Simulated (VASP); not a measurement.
Wanted: the native input for a VASP 6.6.1 run.

| Property | Result |
| --- | --- |
| Task | relaxation of cell and atoms |
| Functional | PBE |
| Potentials or basis | VASP PAW PBE potentials, release 64 (Al, B, N) |
| Cutoff | 600 eV |
| k mesh | 12 × 12 × 2 |
| Occupations | gaussian, width 0.02 eV |
| Spin | no spin polarisation |
| Dipole correction | no |
| Further INCAR settings | ALGO = Normal; EDIFF = 1e-07; IBRION = 2; EDIFFG = -0.01; NSW = 100; ISIF = 3 |

The structure of Al2BN3 lies in POSCAR:

```
Al2BN3
1.0
    2.9677189417      0.0000000000      0.0000000000
   -1.4838594708      2.5701199948      0.0000000000
    0.0000000000      0.0000000000     14.4053098506
Al B N
4 2 6
Direct
    0.6666666667      0.3333333333      0.6649361141
    0.3333333333      0.6666666667      0.1648081405
    0.3333333333      0.6666666667      0.4858969892
    0.3333333333      0.6666666667      0.8438202065
    0.6666666667      0.3333333333      0.0129905625
    0.6666666667      0.3333333333      0.3340022440
    0.6666666667      0.3333333333      0.1184862840
    0.6666666667      0.3333333333      0.4395069256
    0.6666666667      0.3333333333      0.7956021959
    0.3333333333      0.6666666667      0.2971651424
    0.3333333333      0.6666666667      0.6165579175
    0.3333333333      0.6666666667      0.9762272777
```

One way to write it, as run:

INCAR

```
SYSTEM = Al2BN3
ALGO = Normal ; EDIFF = 1E-7
EDIFFG = -0.01 ; ENCUT = 600
GGA = PE ; IBRION = 2
ISIF = 3 ; ISMEAR = 0
LASPH = .True. ; LCHARG = .False.
LREAL = .False. ; LWAVE = .False.
NELM = 80 ; NSW = 100
PREC = Accurate ; SIGMA = 0.02
```

KPOINTS

```
k-points
0
Gamma
  12 12 2
  0 0 0
```

Potentials or basis: VASP PAW PBE potentials, release 64 (Al, B, N).

The run is started by

```bash
$ cat potpaw_PBE.64/Al/POTCAR potpaw_PBE.64/B/POTCAR potpaw_PBE.64/N/POTCAR > POTCAR
$ mpirun -np 1 vasp_std > vasp.out
```

Results of the run:

```yaml
Relaxed_volume: 9.14 Å³/atom
Relaxed_cell: a = 2.966 Å, b = 2.966 Å, c = 14.398 Å, α = 90.00°, β = 90.00°, γ = 120.00°
Space_group_after_relaxing_to_0.1_Å: P3m1 (No. 156)
Energy_gained_by_relaxing: 0.0 meV/atom
Ionic_steps: 5
Pressure_after_relaxing: 0.0 GPa
Largest_force_after_relaxing: 0.007 eV/Å
Band_gap_on_the_k_mesh: 4.34 eV
```

Wall time 6.8 min on 1 thread of Intel(R) Xeon(R) Platinum 8375C CPU @ 2.90GHz (Ice Lake), on a shared host, peak memory 0.33 GiB.
